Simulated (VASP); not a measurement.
Here is a VASP 6.6.1 calculation.

INCAR

```
  PREC = Accurate
  ENCUT = 600
  EDIFF = 1E-6
  ISMEAR = 0
  SIGMA = 0.1
  LREAL = False
  LASPH = True
  NELM = 100
  ALGO = Normal
  ISIF = 3
  LWAVE = False
  LCHARG = False
  GGA = PE
  IBRION = 2
  NSW = 100
  EDIFFG = -0.01
```

Contents of KPOINTS:

```
Automatic mesh
0
Gamma
  18 18 6
```

Contents of POSCAR:

```
Li
1.0
    2.5913124371     -1.5765760320      0.0000000000
    2.5913124371      1.5765760320      0.0000000000
   -1.8997456533      0.0000000000      7.4331225019
Li
3
Direct
    0.2674041423      0.2674041423      0.3330440744
    0.5000000000      0.5000000000      0.0000000000
    0.7325958577      0.7325958577      0.6669559256
```

Potentials or basis: VASP PAW PBE potentials, release 64 (Li_sv).

The run is started by

```console
$ cat potpaw_PBE.64/Li_sv/POTCAR > POTCAR
$ mpirun -np 1 vasp_std > vasp.out
```

Q: Estimate the relaxed cell.

A: a = 3.037 Å, b = 3.037 Å, c = 7.699 Å, α = 101.03°, β = 101.03°, γ = 60.54°.

Q: Estimate the relaxed volume.

A: 20.10 Å³/atom.

Forces on the atoms (eV/Å):
```
Li   0.009  0.000 -0.001
Li   0.000  0.000  0.000
Li  -0.009  0.000  0.001
```

Caveat: the cutoff is under 1.25 times the usual one of these potentials, so pressure, stress and relaxed cells hold a basis-set (Pulay) error.
